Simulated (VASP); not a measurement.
# Ir (I4/mmm) in VASP: further runs

Runs on Ir. Level: r2SCAN. Tasks: single point.

Everything below comes from runs of VASP 6.6.1. Logs are shortened: lines on timing, memory, paths and dates and some standing lists are left out, and cuts for length are marked.

### Step 1. The cell of the first run

The structure is tetragonal, space group I4/mmm (No. 139). The conventional cell has a = 2.606 Å, b = 2.606 Å, c = 4.147 Å, α = 90.00°, β = 90.00°, γ = 90.00°. Ir (site symmetry 4/mmm) has 12 Ir at 2.61 to 2.77 Å within 3.4 Å.

### Step 2. Single point, r2SCAN (strain -0.040 along x and y, +0.080 along z)

Contents of POSCAR:

```
Ir
1.0
    0.0000000000      1.8429120000      2.0732760000
    1.8429120000      0.0000000000      2.0732760000
    1.8429120000      1.8429120000      0.0000000000
Ir
1
Direct
    0.0000000000      0.0000000000      0.0000000000
```

Contents of INCAR.step1:

```
SYSTEM = Ir
  PREC = Accurate
  ENCUT = 520
  ISMEAR = 0
  SIGMA = 0.15
  LREAL = .False.
  LASPH = .True.
  NELM = 80
  NBANDS = 10
  GGA = PE
  ALGO = Normal
  EDIFF = 1E-4
  LWAVE = .True.
  LCHARG = .False.
```

Contents of INCAR.step2:

```
SYSTEM = Ir
  PREC = Accurate
  ENCUT = 520
  EDIFF = 1E-6
  ISMEAR = 0
  SIGMA = 0.15
  LREAL = .False.
  LASPH = .True.
  NELM = 80
  ALGO = Normal
  ISIF = 2
  LWAVE = .False.
  LCHARG = .True.
  METAGGA = R2SCAN
  LMIXTAU = .True.
  LELF = .True.
  LVHAR = .True.
  NBANDS = 10
  ISTART = 1
```

Contents of KPOINTS:

```
Automatic mesh
0
Gamma
  22 22 22
  0 0 0
```

Potentials or basis: VASP PAW PBE potentials, release 64 (Ir).

On the command line:

```sh
cat potpaw_PBE.64/Ir/POTCAR > POTCAR
cp INCAR.step1 INCAR
mpirun -np 1 vasp_std > vasp.out
cp INCAR.step2 INCAR
mpirun -np 1 vasp_std > vasp.out
```

OUTCAR:

```text
SYSTEM = Ir
   PREC = Accurate
   ENCUT = 520
   EDIFF = 1E-6
   ISMEAR = 0
   LREAL = .False.
   LASPH = .True.
   NELM = 80
   ISIF = 2
   METAGGA = R2SCAN
   ISTART = 1

 ion  position               nearest neighbor table
   1  0.000  0.000  0.000-

  LATTYP: Found a body centered tetragonal cell.
 ALAT       =     2.6062711447
 C/A-ratio  =     1.5909902577

  Lattice vectors:

 A1 = (  -1.8429120000,   0.0000000000,   2.0732760000)
 A2 = (   1.8429120000,   0.0000000000,   2.0732760000)
 A3 = (   0.0000000000,   1.8429120000,  -2.0732760000)

Analysis of symmetry for initial positions (statically):
=====================================================================
 Subroutine PRICEL returns:
 Original cell was already a primitive cell.

 Routine SETGRP: Setting up the symmetry group for a
 body centered tetragonal supercell.

 Subroutine GETGRP returns: Found 16 space group operations
 (whereof 16 operations were pure point group operations)
 out of a pool of 16 trial point group operations.

The static configuration has the point symmetry D_4h.

Analysis of symmetry for dynamics (positions and initial velocities):
=====================================================================
 Subroutine PRICEL returns:
 Original cell was already a primitive cell.

 Routine SETGRP: Setting up the symmetry group for a
 body centered tetragonal supercell.

 Subroutine GETGRP returns: Found 16 space group operations
 (whereof 16 operations were pure point group operations)
 out of a pool of 16 trial point group operations.

The dynamic configuration has the point symmetry D_4h.

 Subroutine INISYM returns: Found 16 space group operations
 (whereof 16 operations are pure point group operations),
 and found     1 'primitive' translations

----------------------------------------------------------------------------------------

                                     Primitive cell

  volume of cell :      14.0830

  direct lattice vectors                    reciprocal lattice vectors
     0.000000000  1.842912000  2.073276000    -0.271309753  0.271309753  0.241164225
     1.842912000  0.000000000  2.073276000     0.271309753 -0.271309753  0.241164225
     1.842912000  1.842912000  0.000000000     0.271309753  0.271309753 -0.241164225

  length of vectors
     2.773949894  2.773949894  2.606271145     0.453186659  0.453186659  0.453186659

  position of ions in fractional coordinates (direct lattice)
     0.000000000  0.000000000  0.000000000

  ion indices of the primitive-cell ions
   primitive index   ion index
                 1           1

----------------------------------------------------------------------------------------

 KPOINTS: Automatic mesh

Automatic generation of k-mesh.
 Grid dimensions read from file:
 generate k-points for:   22   22   22

 Generating k-lattice:

  Cartesian coordinates                     Fractional coordinates (reciprocal lattice)
    -0.012332262  0.012332262  0.010962010     0.045454545  0.000000000  0.000000000
     0.012332262 -0.012332262  0.010962010     0.000000000  0.045454545  0.000000000
     0.012332262  0.012332262 -0.010962010     0.000000000  0.000000000  0.045454545

  Length of vectors
     0.020599394  0.020599394  0.020599394

  Shift w.r.t. Gamma in fractional coordinates (k-lattice)
     0.000000000  0.000000000  0.000000000

 Subroutine IBZKPT returns following result:
 ===========================================

 Found    834 irreducible k-points:

 Following reciprocal coordinates:
            Coordinates               Weight
  0.000000  0.000000  0.000000      1.000000
  0.045455 -0.000000  0.000000      8.000000
  0.090909 -0.000000  0.000000      8.000000
  0.136364  0.000000  0.000000      8.000000
  0.181818  0.000000  0.000000      8.000000
  0.227273 -0.000000  0.000000      8.000000
[... 16 lines left out ...]
  0.500000  0.045455  0.000000      8.000000
 -0.454545  0.045455  0.000000      8.000000
 [... further k-points ...]
   k-points           NKPTS =    834   k-points in BZ     NKDIM =    834   number of bands    NBANDS=     10
   number of dos      NEDOS =    301   number of ions     NIONS =      1
   total plane-waves  NPLWV =  11520
   dimension x,y,z NGX =    24 NGY =   24 NGZ =   20
   dimension x,y,z NGXF=    48 NGYF=   48 NGZF=   40
   ions per type =               1
   NGX,Y,Z   is equivalent  to a cutoff of  14.38, 14.38, 12.76 a.u.
   NGXF,Y,Z  is equivalent  to a cutoff of  28.77, 28.77, 25.51 a.u.
 SYSTEM =  Ir
   PREC   = accura    normal or accurate (medium, high low for compatibility)
   ISTART =      1    job   : 0-new  1-cont  2-samecut
   ICHARG =      0    charge: 1-file 2-atom 10-const
   ISPIN  =      1    spin polarized calculation?
   LNONCOLLINEAR =      F non collinear calculations
   LSORBIT =      F    spin-orbit coupling
   LASPH  =      T    aspherical Exc in radial PAW
   ENCUT  =  520.0 eV  38.22 Ry    6.18 a.u.   5.16  5.16  4.85*2*pi/ulx,y,z
   NELM   =     80;   NELMIN=  2; NELMDL=  0     # of ELM steps
   EDIFF  = 0.1E-05   stopping-criterion for ELM
   LREAL  =      F    real-space projection
   EDIFFG = 0.1E-04   stopping-criterion for IOM
   NSW    =      0    number of steps for IOM
   IBRION =     -1    ionic relax: 0-MD 1-quasi-New 2-CG
   NFREE  =      0    steps in history (QN), initial steepest desc. (CG)
   ISIF   =      2    stress and relaxation
   ISYM   =      2    0-nonsym 1-usesym 2-fastsym
   POTIM  = 0.5000    time-step for ionic-motion
   TEBEG  =    0.0;   TEEND  =   0.0 temperature during run
   PSTRESS=    0.0 pullay stress
   NELECT =       9.0000    total number of electrons
   NUPDOWN=      -1.0000    fix difference up-down
   EMIN   =  10.00;   EMAX   =-10.00  energy-range for DOS
   EFERMI =   0.00;   METHOD = LEGACY
   ISMEAR =     0;   SIGMA  =   0.15  broadening in eV -4-tet -1-fermi 0-gaus
   EFERMI_NEDOS =   21; number of points for ismear=-14 and -15
   IALGO  =     38    algorithm
   IMIX   =      4    mixing-type and parameters
     AMIX     =   0.40;   BMIX     =  1.00
     AMIX_MAG =   1.60;   BMIX_MAG =  1.00
  volume/ion in A,a.u.               =      14.08        95.04
  Fermi-wavevector in a.u.,A,eV,Ry     =   1.410123  2.664745 27.054450  1.988446
  Thomas-Fermi vector in A             =   2.532109
   LORBIT       =      0    0 simple, 1 ext, 2 COOP (PROOUT), +10 PAW based schemes
   METAGGA = R2SCAN    functional components
   LHFCALC =     F    Hartree Fock is set to
   AEXX    =    0.0000 exact exchange contribution
   IVDW    =     0    specifies the selected vdW correction
   LEPSILON=     F    determine dielectric tensor
   LRPA    =     F    only Hartree local field effects (RPA)
 non-spin polarized calculation
 Gauss-broadening in eV      SIGMA  =   0.15
  energy-cutoff  :      520.00
  volume of cell :       14.08
 maximum number of plane-waves:       392
 NGX is ok and might be reduce to    24
   NGX = 11   NGY = 11   NGZ =  9

 number of electron       9.0000000 magnetization

 Free energy of the ion-electron system (eV)
  ---------------------------------------------------
  ext. energy  EPLUGINS =         0.00000000
  ---------------------------------------------------
  free energy    TOTEN  =       -52.20302828 eV

  energy without entropy =      -52.19257034  energy(sigma->0) =      -52.19779931

 E-fermi :  10.2226     XC(G=0): -15.3519

 val. band max:       10.2221489507   @ k =   0.4545   0.0909   0.2273
 cond. band min:      10.2248944064   @ k =  -0.3636   0.0000   0.0909
 fundamental gap:      0.0027454557
 Fermi energy:        10.2226005515

 k-point     1 :       0.0000    0.0000    0.0000
  band No.  band energies     occupation
      1      -1.3126      2.00000
      2       5.1602      2.00000
      3       6.9119      2.00000
      4       6.9119      2.00000
      5       7.7540      2.00000
      6      10.0081      1.95690
      7      25.6101      0.00000
      8      28.9383      0.00000
      9      32.5472      0.00000
     10      32.5472      0.00000

 k-point     2 :       0.0455   -0.0000    0.0000
  band No.  band energies     occupation
      1      -1.2150      2.00000
      2       5.1904      2.00000
      3       6.8642      2.00000
      4       6.9532      2.00000
      5       7.7506      2.00000
      6       9.9604      1.98658
      7      25.7749      0.00000
      8      28.9873      0.00000
      9      32.0518      0.00000
     10      32.7130      0.00000

 k-point     3 :       0.0909   -0.0000    0.0000
  band No.  band energies     occupation
      1      -0.9288      2.00000
      2       5.2677      2.00000
      3       6.7251      2.00000
      4       7.0704      2.00000
      5       7.7697      2.00000
      6       9.8300      1.99979
      7      26.2359      0.00000
      8      28.9344      0.00000
      9      31.3070      0.00000
     10      33.1968      0.00000

 k-point     4 :       0.1364    0.0000    0.0000
  band No.  band energies     occupation
      1      -0.4764      2.00000
      2       5.3592      2.00000
      3       6.5153      2.00000
      4       7.2409      2.00000
      5       7.8784      2.00000
      6       9.6553      2.00000
      7      26.8788      0.00000
      8      28.2673      0.00000
      9      31.3229      0.00000
     10      33.9570      0.00000

 k-point     5 :       0.1818    0.0000    0.0000
  band No.  band energies     occupation
      1       0.0980      2.00000
      2       5.4437      2.00000
      3       6.2750      2.00000
      4       7.4170      2.00000
      5       8.1386      2.00000
      6       9.5029      2.00000
      7      26.9937      0.00000
      8      27.6394      0.00000
      9      32.0533      0.00000
     10      34.9137      0.00000

 k-point     6 :       0.2273   -0.0000    0.0000
  band No.  band energies     occupation
      1       0.7168      2.00000
      2       5.5659      2.00000
      3       6.0419      2.00000
      4       7.5220      2.00000
      5       8.5697      2.00000
      6       9.4647      2.00000
      7      25.7495      0.00000
      8      27.8539      0.00000
      9      33.0967      0.00000
     10      35.3055      0.00000
[... 183 lines left out ...]
 k-point    21 :       0.4091    0.0455    0.0000
  band No.  band energies     occupation
      1       1.8911      2.00000
      2       5.3402      2.00000
      3       7.2036      2.00000
      4       7.7735      2.00000
      5      10.6201      0.00018
      6      10.7758      0.00000
      7      20.3277      0.00000
      8      25.3918      0.00000
      9      32.2595      0.00000
     10      32.8788      0.00000

 k-point    22 :       0.4545    0.0455    0.0000
  band No.  band energies     occupation
      1       1.9017      2.00000
      2       5.2671      2.00000
      3       7.0727      2.00000
      4       8.6892      2.00000
      5      10.8051      0.00000
      6      11.3782      0.00000
      7      18.9623      0.00000
      8      24.9268      0.00000
      9      31.2251      0.00000
     10      32.3973      0.00000

 k-point    23 :       0.5000    0.0455    0.0000
  band No.  band energies     occupation
      1       1.8960      2.00000
      2       5.2488      2.00000
      3       6.9953      2.00000
      4       9.1914      2.00000
      5      10.8550      0.00000
      6      11.8462      0.00000
      7      18.1614      0.00000
      8      24.7050      0.00000
      9      30.5613      0.00000
     10      32.2692      0.00000

 k-point    24 :      -0.4545    0.0455    0.0000
  band No.  band energies     occupation
      1       1.9014      2.00000
      2       5.2804      2.00000
      3       6.9828      2.00000
      4       9.0397      2.00000
      5      10.7503      0.00000
      6      12.0173      0.00000
      7      18.2475      0.00000
      8      24.7383      0.00000
      9      30.3926      0.00000
     10      32.5343      0.00000

 [... further k-points ...]

------------------------ aborting loop because EDIFF is reached ----------------------------------------

  FORCE on cell =-STRESS in cart. coord.  units (eV):
  Direction    XX          YY          ZZ          XY          YZ          ZX
  --------------------------------------------------------------------------------------
  -------------------------------------------------------------------------------------
  Total        2.2099067      2.2099067     -1.8777745      0.0000000     -0.0000000     -0.0000000
  in kB      251.4132802    251.4132802   -213.6277654      0.0000000     -0.0000000     -0.0000000
  external PRESSURE =      96.3995983 kB  Pullay stress =       0.0000000 kB

 VOLUME and BASIS-vectors are now :
 -----------------------------------------------------------------------------
  energy-cutoff  :      520.00
  volume of cell :       14.08
      direct lattice vectors                 reciprocal lattice vectors
     0.000000000  1.842912000  2.073276000    -0.271309753  0.271309753  0.241164225
     1.842912000  0.000000000  2.073276000     0.271309753 -0.271309753  0.241164225
     1.842912000  1.842912000  0.000000000     0.271309753  0.271309753 -0.241164225

 POSITION                                       TOTAL-FORCE (eV/Angst)
 -----------------------------------------------------------------------------------
      0.00000      0.00000      0.00000        -0.000000      0.000000      0.000000
 -----------------------------------------------------------------------------------
    total drift:                                0.000000      0.000000     -0.000000

  FREE ENERGIE OF THE ION-ELECTRON SYSTEM (eV)
  ---------------------------------------------------
  free  energy   TOTEN  =       -52.2030282817 eV

  energy  without entropy=      -52.1925703450  energy(sigma->0) =      -52.19779931
```

Run time: 7.2 min. Hardware: 1 thread of Intel Xeon 8259CL, shared host; peak memory 0.25 GiB.

What came out:

- Free energy: -52.2030 eV
- Pressure: 9.6 GPa
- Band gap on the k mesh: zero (an odd number of electrons rules out a gap without spin polarisation)

Caveat: the cell differs from its parent crystal (strain -0.040 along x and y, +0.080 along z); the cell stands under pressure; the PAW data sets were made with another functional, which shifts forces and pressure a little; spin-orbit coupling is left out, which moves the levels of the heavy elements.

### Step 3. Single point, r2SCAN (strain +0.040 along x and y, -0.080 along z)

Contents of POSCAR:

```
Ir
1.0
    0.0000000000      1.9964880000      1.7661240000
    1.9964880000      0.0000000000      1.7661240000
    1.9964880000      1.9964880000      0.0000000000
Ir
1
Direct
    0.0000000000      0.0000000000      0.0000000000
```

Contents of INCAR.step1:

```
PREC = Accurate
ENCUT = 520
ISMEAR = 0
SIGMA = 0.15
LREAL = False
LASPH = True
NELM = 100
NBANDS = 10
GGA = PE
ALGO = Normal
EDIFF = 1E-4
LWAVE = True
LCHARG = False
```

Contents of INCAR.step2:

```
PREC = Accurate
ENCUT = 520
EDIFF = 1E-6
ISMEAR = 0
SIGMA = 0.15
LREAL = False
LASPH = True
NELM = 100
ALGO = Normal
ISIF = 2
LWAVE = False
LCHARG = True
METAGGA = R2SCAN
LMIXTAU = True
LELF = True
LVHAR = True
NBANDS = 10
ISTART = 1
```

Contents of KPOINTS:

```
regular mesh
0
Gamma
  22 22 22
```

Potentials or basis: VASP PAW PBE potentials, release 64 (Ir).

On the command line:

```sh
cat potpaw_PBE.64/Ir/POTCAR > POTCAR
cp INCAR.step1 INCAR
mpirun -np 1 vasp_std > vasp.out
cp INCAR.step2 INCAR
mpirun -np 1 vasp_std > vasp.out
```

It took 8.9 min on 1 thread of Intel Xeon 8259CL, shared host; peak memory 0.25 GiB.

It converged, with:

* Free energy: -52.2060 eV
* Pressure: 9.2 GPa
* Band gap on the k mesh: zero (an odd number of electrons rules out a gap without spin polarisation)

Stress tensor (GPa, compression positive):
```
-4.52  0.00  0.00
 0.00 -4.52  0.00
 0.00  0.00 36.56
```

Levels at points of the mesh, in eV from the Fermi level:
| k point | band 1 | band 2 | band 3 | band 4 | band 5 | band 6 | band 7 | band 8 |
| --- | --- | --- | --- | --- | --- | --- | --- | --- |
| (0.00, 0.00, 0.00) | -11.52 | -4.35 | -4.35 | -2.85 | -2.33 | -0.40 | 15.45 | 19.73 |
| (0.50, 0.00, 0.00) | -8.39 | -4.96 | -3.13 | -0.61 | 0.47 | 1.52 | 7.92 | 14.52 |
| (0.50, 0.50, 0.00) | -8.09 | -7.75 | 0.90 | 1.70 | 1.70 | 3.84 | 10.90 | 10.90 |
| (0.50, 0.00, 0.50) | -8.25 | -7.40 | 0.69 | 0.84 | 0.98 | 2.22 | 10.15 | 12.58 |

Caveat: the cell differs from its parent crystal (strain +0.040 along x and y, -0.080 along z); the cell stands under pressure; the PAW data sets were made with another functional, which shifts forces and pressure a little; spin-orbit coupling is left out, which moves the levels of the heavy elements.

### Step 4. Single point, r2SCAN (strain +0.040 along x and y, -0.040 along z)

Contents of POSCAR:

```
Ir
1.0
    0.0000000000      1.9964880000      1.8429120000
    1.9964880000      0.0000000000      1.8429120000
    1.9964880000      1.9964880000      0.0000000000
Ir
1
Direct
    0.0000000000      0.0000000000      0.0000000000
```

Contents of INCAR.step1:

```
ALGO = Normal ; EDIFF = 1E-4
ENCUT = 520 ; GGA = PE
ISMEAR = 0 ; LASPH = True
LCHARG = False ; LREAL = False
LWAVE = True ; NBANDS = 10
NELM = 80 ; PREC = Accurate
SIGMA = 0.15
```

Contents of INCAR.step2:

```
ALGO = Normal ; EDIFF = 1E-6
ENCUT = 520 ; ISIF = 2
ISMEAR = 0 ; ISTART = 1
LASPH = True ; LCHARG = False
LMIXTAU = True ; LREAL = False
LWAVE = False ; METAGGA = R2SCAN
NBANDS = 10 ; NELM = 80
PREC = Accurate ; SIGMA = 0.15
```

Contents of KPOINTS:

```
k-points
0
Gamma
  22 22 22
```

On the command line:

```sh
cat potpaw_PBE.64/Ir/POTCAR > POTCAR
cp INCAR.step1 INCAR
mpirun -np 1 vasp_std > vasp.out
cp INCAR.step2 INCAR
mpirun -np 1 vasp_std > vasp.out
```

Wall time 7.8 min (1 thread of Intel Xeon 8259CL, shared host); peak memory 0.25 GiB.

Results (log left out):

- Free energy: -52.2917 eV
- Pressure: -8.2 GPa
- Band gap on the k mesh: zero (an odd number of electrons rules out a gap without spin polarisation)

Stress tensor (GPa, compression positive):
```
-16.83   0.00   0.00
  0.00 -16.83   0.00
  0.00   0.00   9.05
```

Levels at points of the mesh, in eV from the Fermi level:
```tsv
k point	band 1	band 2	band 3	band 4	band 5	band 6	band 7	band 8
(0.00, 0.00, 0.00)	-11.07	-4.01	-4.01	-3.04	-1.86	-0.61	15.34	20.04
(0.50, 0.00, 0.00)	-7.96	-4.41	-3.29	-0.54	0.59	1.21	7.37	14.71
(0.50, 0.50, 0.00)	-7.65	-7.24	0.79	1.55	1.55	3.05	11.19	11.19
(0.50, 0.00, 0.50)	-7.76	-7.07	0.74	1.00	1.27	1.90	9.90	12.32
```

Caveat: the cell differs from its parent crystal (strain +0.040 along x and y, -0.040 along z); the cell stands under tension; the PAW data sets were made with another functional, which shifts forces and pressure a little; spin-orbit coupling is left out, which moves the levels of the heavy elements.

(Part 1 of 2 ends here.)
